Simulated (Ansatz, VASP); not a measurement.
One calculation of Os, two programs

```
CELL_PARAMETERS angstrom
0.00000 1.86985 1.86985
1.86985 0.00000 1.86985
1.86985 1.86985 0.00000
ATOMIC_POSITIONS crystal
Os 0.00000 0.00000 0.00000
```

Alike in both runs: task relaxation of cell and atoms; functional PBE; k mesh 17 × 17 × 17; occupations fermi-dirac, width 0.05 eV; no spin polarisation.

```csv
,VASP,Ansatz
version,VASP 6.6.1,Ansatz 0.2.0
potentials or method,"VASP PAW PBE potentials, release 64 (Os)","PAW with Ansatz's default frozen-core files, scalar-relativistic"
plane-wave cutoff (eV),600,420
valence electrons in the cell,8,16
```

|  | VASP | Ansatz | Ansatz less VASP |
| --- | --- | --- | --- |
| relaxed volume (Å³/atom) | 14.34 | 14.34 | +0.002 |
| relaxed cell length with the largest relative difference (Å) | 2.727 | 2.727 | +0.0001 |

VASP's potentials hold 8 valence electrons a cell and Ansatz's 16, so a difference there can come from the potentials and not from the codes.

Neither program's run includes spin-orbit coupling.
